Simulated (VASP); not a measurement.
PtSe2, 3 atoms in the cell. It takes space group C2/m (No. 12, monoclinic). Conventional cell: a = 6.740 Å, b = 3.724 Å, c = 5.062 Å, α = 90.00°, β = 90.00°, γ = 90.00°. Within 3.3 Å of Pt (site symmetry 2/m) lie 6 Se at 2.52 to 2.58 Å. Se (site symmetry m) has 3 Pt at 2.52 to 2.58 Å and 6 Se at 3.34 to 3.38 Å within 3.4 Å.  This cell differs from its parent crystal: strain +0.0450 x Voigt [0, 1, 0, 0, 0, 0].

```yaml
Program: VASP 6.6.1
Task: single point
Functional: PBE
Potentials_or_basis: VASP PAW PBE potentials, release 64 (Pt, Se)
Cutoff: 520 eV
k_mesh: 12 × 12 × 10
Occupations: gaussian, width 0.15 eV
Spin: no spin polarisation
Dipole_correction: no
Further_INCAR_settings: ALGO = Normal; EDIFF = 1e-07; NBANDS = 18
```

Potentials or basis: VASP PAW PBE potentials, release 64 (Pt, Se).

Command:

```sh
$ cat potpaw_PBE.64/Pt/POTCAR potpaw_PBE.64/Se/POTCAR > POTCAR
$ mpirun -np 1 vasp_std > vasp.out
```

Hardware: 1 thread of Intel Xeon 8259CL, with other jobs on the host.

Q: Estimate the wall time of this run.

A: It took 7.8 min on 1 thread of Intel Xeon 8259CL, on a shared host, peak memory 0.54 GiB. Counts: scf iterations 15, k points 398.
